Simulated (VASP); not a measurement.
# Ba (Pm-3m) in VASP: single point with PBEsol

Aim: the single point of Ba with PBEsol.

Everything below comes from runs of VASP 6.6.1. Logs are shortened: lines on timing, memory, paths and dates and some standing lists are left out, and cuts for length are marked.

## 1. The cell of the first run

Symmetry: Pm-3m, No. 221, cubic system. The conventional cell has a = 4.179 Å, b = 4.179 Å, c = 4.179 Å, α = 90.00°, β = 90.00°, γ = 90.00°. Ba (site symmetry m-3m) has 6 Ba at 4.18 Å within 5.5 Å.

## 2. Single point, PBEsol

Input file INCAR:

```
SYSTEM = Ba
ALGO = Normal
EDIFF = 1E-6
ENCUT = 520
GGA = PS
ISIF = 2
ISMEAR = -1
LASPH = .TRUE.
LCHARG = .TRUE.
LELF = .TRUE.
LREAL = .FALSE.
LVHAR = .TRUE.
LWAVE = .FALSE.
NBANDS = 11
NELM = 60
PREC = Accurate
SIGMA = 0.05
```

Input file KPOINTS:

```
k-points
0
G
  6 6 6
  0 0 0
```

Input file POSCAR:

```
Ba
1.0
    4.1787600000      0.0000000000      0.0000000000
    0.0000000000      4.1787600000      0.0000000000
    0.0000000000      0.0000000000      4.1787600000
Ba
1
Direct
    0.0000000000      0.0000000000      0.0000000000
```

Potentials or basis: VASP PAW PBE potentials, release 64 (Ba_sv).

Run with:

```sh
$ cat potpaw_PBE.64/Ba_sv/POTCAR > POTCAR
$ mpirun -np 1 vasp_std > vasp.out
```

OUTCAR:

```text
SYSTEM = Ba
   EDIFF = 1E-6
   ENCUT = 520
   GGA = PS
   ISIF = 2
   ISMEAR = -1
   LASPH = .TRUE.
   LREAL = .FALSE.
   NELM = 60
   PREC = Accurate

 ion  position               nearest neighbor table
   1  0.000  0.000  0.000-

  LATTYP: Found a simple cubic cell.
 ALAT       =     4.1787600000

  Lattice vectors:

 A1 = (   4.1787600000,   0.0000000000,   0.0000000000)
 A2 = (   0.0000000000,   4.1787600000,   0.0000000000)
 A3 = (   0.0000000000,   0.0000000000,   4.1787600000)

Analysis of symmetry for initial positions (statically):
=====================================================================
 Subroutine PRICEL returns:
 Original cell was already a primitive cell.

 Routine SETGRP: Setting up the symmetry group for a
 simple cubic supercell.

 Subroutine GETGRP returns: Found 48 space group operations
 (whereof 48 operations were pure point group operations)
 out of a pool of 48 trial point group operations.

The static configuration has the point symmetry O_h .

Analysis of symmetry for dynamics (positions and initial velocities):
=====================================================================
 Subroutine PRICEL returns:
 Original cell was already a primitive cell.

 Routine SETGRP: Setting up the symmetry group for a
 simple cubic supercell.

 Subroutine GETGRP returns: Found 48 space group operations
 (whereof 48 operations were pure point group operations)
 out of a pool of 48 trial point group operations.

The dynamic configuration has the point symmetry O_h .

 Subroutine INISYM returns: Found 48 space group operations
 (whereof 48 operations are pure point group operations),
 and found     1 'primitive' translations

----------------------------------------------------------------------------------------

                                     Primitive cell

  volume of cell :      72.9697

  direct lattice vectors                    reciprocal lattice vectors
     4.178760000  0.000000000  0.000000000     0.239305440  0.000000000  0.000000000
     0.000000000  4.178760000  0.000000000     0.000000000  0.239305440  0.000000000
     0.000000000  0.000000000  4.178760000     0.000000000  0.000000000  0.239305440

  length of vectors
     4.178760000  4.178760000  4.178760000     0.239305440  0.239305440  0.239305440

  position of ions in fractional coordinates (direct lattice)
     0.000000000  0.000000000  0.000000000

  ion indices of the primitive-cell ions
   primitive index   ion index
                 1           1

----------------------------------------------------------------------------------------

 KPOINTS: k-points

Automatic generation of k-mesh.
 Grid dimensions read from file:
 generate k-points for:    6    6    6

 Generating k-lattice:

  Cartesian coordinates                     Fractional coordinates (reciprocal lattice)
     0.039884240  0.000000000  0.000000000     0.166666667  0.000000000  0.000000000
     0.000000000  0.039884240  0.000000000     0.000000000  0.166666667  0.000000000
     0.000000000  0.000000000  0.039884240     0.000000000  0.000000000  0.166666667

  Length of vectors
     0.039884240  0.039884240  0.039884240

  Shift w.r.t. Gamma in fractional coordinates (k-lattice)
     0.000000000  0.000000000  0.000000000

 Subroutine IBZKPT returns following result:
 ===========================================

 Found     20 irreducible k-points:

 Following reciprocal coordinates:
            Coordinates               Weight
  0.000000  0.000000  0.000000      1.000000
  0.166667  0.000000  0.000000      6.000000
  0.333333  0.000000  0.000000      6.000000
  0.500000  0.000000  0.000000      3.000000
  0.166667  0.166667  0.000000     12.000000
  0.333333  0.166667  0.000000     24.000000
[... 12 lines left out ...]
  0.500000  0.500000  0.333333      6.000000
  0.500000  0.500000  0.500000      1.000000
   k-points           NKPTS =     20   k-points in BZ     NKDIM =     20   number of bands    NBANDS=     11
   number of dos      NEDOS =    301   number of ions     NIONS =      1
   total plane-waves  NPLWV =  32768
   dimension x,y,z NGX =    32 NGY =   32 NGZ =   32
   dimension x,y,z NGXF=    64 NGYF=   64 NGZF=   64
   ions per type =               1
   NGX,Y,Z   is equivalent  to a cutoff of  12.73, 12.73, 12.73 a.u.
   NGXF,Y,Z  is equivalent  to a cutoff of  25.46, 25.46, 25.46 a.u.
 SYSTEM =  Ba
   PREC   = accura    normal or accurate (medium, high low for compatibility)
   ISTART =      0    job   : 0-new  1-cont  2-samecut
   ICHARG =      2    charge: 1-file 2-atom 10-const
   ISPIN  =      1    spin polarized calculation?
   LNONCOLLINEAR =      F non collinear calculations
   LSORBIT =      F    spin-orbit coupling
   LASPH  =      T    aspherical Exc in radial PAW
   ENCUT  =  520.0 eV  38.22 Ry    6.18 a.u.   7.77  7.77  7.77*2*pi/ulx,y,z
   NELM   =     60;   NELMIN=  2; NELMDL= -5     # of ELM steps
   EDIFF  = 0.1E-05   stopping-criterion for ELM
   LREAL  =      F    real-space projection
   EDIFFG = 0.1E-04   stopping-criterion for IOM
   NSW    =      0    number of steps for IOM
   IBRION =     -1    ionic relax: 0-MD 1-quasi-New 2-CG
   NFREE  =      0    steps in history (QN), initial steepest desc. (CG)
   ISIF   =      2    stress and relaxation
   ISYM   =      2    0-nonsym 1-usesym 2-fastsym
   POTIM  = 0.5000    time-step for ionic-motion
   TEBEG  =    0.0;   TEEND  =   0.0 temperature during run
   PSTRESS=    0.0 pullay stress
   NELECT =      10.0000    total number of electrons
   NUPDOWN=      -1.0000    fix difference up-down
   EMIN   =  10.00;   EMAX   =-10.00  energy-range for DOS
   EFERMI =   0.00;   METHOD = LEGACY
   ISMEAR =    -1;   SIGMA  =   0.05  broadening in eV -4-tet -1-fermi 0-gaus
   EFERMI_NEDOS =   21; number of points for ismear=-14 and -15
   IALGO  =     38    algorithm
   IMIX   =      4    mixing-type and parameters
     AMIX     =   0.40;   BMIX     =  1.00
     AMIX_MAG =   1.60;   BMIX_MAG =  1.00
  volume/ion in A,a.u.               =      72.97       492.42
  Fermi-wavevector in a.u.,A,eV,Ry     =   0.844036  1.594996  9.692736  0.712396
  Thomas-Fermi vector in A             =   1.958999
   LORBIT       =      0    0 simple, 1 ext, 2 COOP (PROOUT), +10 PAW based schemes
   GGA     = PS    functional components
   LHFCALC =     F    Hartree Fock is set to
   AEXX    =    0.0000 exact exchange contribution
   IVDW    =     0    specifies the selected vdW correction
   LEPSILON=     F    determine dielectric tensor
   LRPA    =     F    only Hartree local field effects (RPA)
 non-spin polarized calculation
  energy-cutoff  :      520.00
  volume of cell :       72.97
 maximum number of plane-waves:      1984
 NGX is ok and might be reduce to    32
   NGX = 15   NGY = 15   NGZ = 15

 number of electron      10.0000001 magnetization

 Free energy of the ion-electron system (eV)
  ---------------------------------------------------
  ext. energy  EPLUGINS =         0.00000000
  ---------------------------------------------------
  free energy    TOTEN  =        -1.75945859 eV

  energy without entropy =       -1.74625310  energy(sigma->0) =       -1.75285584

 E-fermi :   1.0314     XC(G=0):  -7.0257

 val. band max:        0.9760219370   @ k =   0.5000   0.1667   0.1667
 cond. band min:       1.0768094763   @ k =   0.5000   0.1667   0.1667
 fundamental gap:      0.1007875392
 Fermi energy:         1.0313927207

 k-point     1 :       0.0000    0.0000    0.0000
  band No.  band energies     occupation
      1     -28.3049      2.00000
      2     -13.2365      2.00000
      3     -13.2365      2.00000
      4     -13.2365      2.00000
      5      -1.5190      2.00000
      6       1.1208      0.28668
      7       1.1208      0.28668
      8       5.1675      0.00000
      9       5.1675      0.00000
     10       5.1675      0.00000
     11       7.6947      0.00000

 k-point     2 :       0.1667    0.0000    0.0000
  band No.  band energies     occupation
      1     -28.2973      2.00000
      2     -13.3516      2.00000
      3     -13.2267      2.00000
      4     -13.2267      2.00000
      5      -1.1864      2.00000
      6       1.2255      0.04040
      7       1.4095      0.00104
      8       4.5001      0.00000
      9       4.5001      0.00000
     10       5.2160      0.00000
     11       6.5490      0.00000

 k-point     3 :       0.3333    0.0000    0.0000
  band No.  band energies     occupation
      1     -28.2822      2.00000
      2     -13.5706      2.00000
      3     -13.2070      2.00000
      4     -13.2070      2.00000
      5      -0.4134      2.00000
      6       1.4605      0.00037
      7       1.7523      0.00000
      8       3.6672      0.00000
      9       3.6672      0.00000
     10       5.3172      0.00000
     11       5.9299      0.00000

 k-point     4 :       0.5000    0.0000    0.0000
  band No.  band energies     occupation
      1     -28.2746      2.00000
      2     -13.6750      2.00000
      3     -13.1970      2.00000
      4     -13.1970      2.00000
      5       0.1626      2.00000
      6       1.5157      0.00012
      7       1.5948      0.00003
      8       3.3521      0.00000
      9       3.3521      0.00000
     10       5.3702      0.00000
     11       6.6657      0.00000
[... 183 lines left out ...]
 k-point    18 :       0.5000    0.3333    0.3333
  band No.  band energies     occupation
      1     -28.2308      2.00000
      2     -13.5892      2.00000
      3     -13.4817      2.00000
      4     -13.4741      2.00000
      5       0.9238      1.79186
      6       1.4954      0.00019
      7       1.6810      0.00000
      8       3.9054      0.00000
      9       3.9694      0.00000
     10       5.7379      0.00000
     11       6.1372      0.00000

 k-point    19 :       0.5000    0.5000    0.3333
  band No.  band energies     occupation
      1     -28.2235      2.00000
      2     -13.5751      2.00000
      3     -13.5751      2.00000
      4     -13.4651      2.00000
      5       0.8551      1.94278
      6       1.4459      0.00050
      7       1.4459      0.00050
      8       3.9929      0.00000
      9       5.5054      0.00000
     10       6.0454      0.00000
     11       6.0455      0.00000

 k-point    20 :       0.5000    0.5000    0.5000
  band No.  band energies     occupation
      1     -28.2163      2.00000
      2     -13.5614      2.00000
      3     -13.5614      2.00000
      4     -13.5614      2.00000
      5       1.1117      0.33404
      6       1.1117      0.33404
      7       1.1117      0.33404
      8       4.8278      0.00000
      9       6.3884      0.00000
     10       6.3890      0.00000
     11       6.3979      0.00000

------------------------ aborting loop because EDIFF is reached ----------------------------------------

  FORCE on cell =-STRESS in cart. coord.  units (eV):
  Direction    XX          YY          ZZ          XY          YZ          ZX
  --------------------------------------------------------------------------------------
  -------------------------------------------------------------------------------------
  Total       -0.5719037     -0.5719037     -0.5719037      0.0000000     -0.0000000     -0.0000000
  in kB      -12.5571533    -12.5571533    -12.5571533      0.0000000     -0.0000000     -0.0000000
  external PRESSURE =     -12.5571533 kB  Pullay stress =       0.0000000 kB

 VOLUME and BASIS-vectors are now :
 -----------------------------------------------------------------------------
  energy-cutoff  :      520.00
  volume of cell :       72.97
      direct lattice vectors                 reciprocal lattice vectors
     4.178760000  0.000000000  0.000000000     0.239305440  0.000000000  0.000000000
     0.000000000  4.178760000  0.000000000     0.000000000  0.239305440  0.000000000
     0.000000000  0.000000000  4.178760000     0.000000000  0.000000000  0.239305440

 POSITION                                       TOTAL-FORCE (eV/Angst)
 -----------------------------------------------------------------------------------
      0.00000      0.00000      0.00000         0.000000      0.000000      0.000000
 -----------------------------------------------------------------------------------
    total drift:                                0.000000     -0.000000      0.000000

  FREE ENERGIE OF THE ION-ELECTRON SYSTEM (eV)
  ---------------------------------------------------
  free  energy   TOTEN  =        -1.7594585886 eV

  energy  without entropy=       -1.7462530978  energy(sigma->0) =       -1.75285584
```

Run time: 15 s. Hardware: 1 thread of AMD EPYC 7R43 (Zen 3), shared host; peak memory 0.14 GiB.

What came out:

* Free energy: -1.7595 eV
* Pressure: -1.3 GPa
* Band gap on the k mesh: zero (band 5 reaches 1.11 eV, above the bottom of band 6 at 1.08 eV)

Caveat: the PAW data sets were made with another functional, which shifts forces and pressure a little; spin-orbit coupling is left out, which moves the levels of the heavy elements.
